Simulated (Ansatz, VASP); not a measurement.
**One calculation of RbBr, two programs**

```
Rb Br
1.0
     4.07009    0.00000    0.00000
     0.00000    4.07009    0.00000
     0.00000    0.00000    4.04973
Rb Br
1 1
Direct
  0.00000 0.00000 0.00000
  0.50000 0.50000 0.50000
```

Change from the starting cell: z stretched by -0.5 %, x and y held.

Alike in both runs: task single point; functional PBEsol; k mesh 6 × 6 × 6; no spin polarisation.

|  | VASP | Ansatz |
| --- | --- | --- |
| version | VASP 6.6.1 | Ansatz 0.2.0 |
| potentials or method | VASP PAW PBE potentials, release 64 (Rb_sv, Br), cutoff 520 eV | all-electron LAPW, scalar-relativistic |
| occupations | gaussian, width 0.01 eV | fixed |

```tsv
	VASP	Ansatz	Ansatz less VASP
gap on the k mesh at the Fermi level (eV)	4.04	4.04	+0.002
pressure (GPa)	0.2	0.1	-0.05
traceless stress, the component that is largest in VASP (GPa)	0.10	0.10	0.000
```

VASP's potentials were made for PBE, not for PBEsol. Ansatz ran all-electron here, and VASP with PAW potentials.
